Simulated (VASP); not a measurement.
Wanted: the native input for a VASP 6.6.1 run.

* Task: single point
* Functional: PBEsol
* Potentials or basis: VASP PAW PBE potentials, release 64 (B, N)
* Cutoff: 520 eV
* k mesh: 12 × 12 × 6
* Occupations: gaussian, width 0.05 eV
* Spin: no spin polarisation
* Dipole correction: no
* Further INCAR settings: ALGO = Normal; EDIFF = 1e-06; NBANDS = 16

The structure of BN lies in POSCAR:

```
BN
1.0
    2.9370305420      0.0000000000      0.0000000000
   -1.4685152710      2.5435430610      0.0000000000
    0.0000000000      0.0000000000      4.2268550000
B N
2 2
Direct
    0.6666666667      0.3333333333      0.9997240000
    0.3333333333      0.6666666667      0.4997240000
    0.6666666667      0.3333333333      0.6252760000
    0.3333333333      0.6666666667      0.1252760000
```

This cell differs from its parent crystal: strain +0.1500 x Voigt [1, 1, 0, 0, 0, 0].

The input as run:

INCAR

```
SYSTEM = BN
PREC = Accurate
ENCUT = 520
EDIFF = 1E-6
ISMEAR = 0
SIGMA = 0.05
LREAL = .FALSE.
LASPH = .TRUE.
NELM = 80
ALGO = Normal
ISIF = 2
LWAVE = .FALSE.
LCHARG = .FALSE.
GGA = PS
NBANDS = 16
```

KPOINTS

```
Automatic mesh
0
G
  12 12 6
  0 0 0
```

Potentials or basis: VASP PAW PBE potentials, release 64 (B, N).

Launch:

```bash
$ cat potpaw_PBE.64/B/POTCAR potpaw_PBE.64/N/POTCAR > POTCAR
$ mpirun -np 1 vasp_std > vasp.out
```

Results of the run:

```yaml
Pressure: -59.2 GPa
Largest_force: 0.532 eV/Å
Band_gap_on_the_k_mesh: 4.16 eV, direct
```

Caveat: the cell differs from its parent crystal (strain +0.1500 x Voigt [1, 1, 0, 0, 0, 0]); the PAW data sets were made with another functional, which shifts forces and pressure a little.

Run time: 57 s on 1 thread of Intel Xeon 6975P-C, with other jobs on the host, peak memory 0.16 GiB.
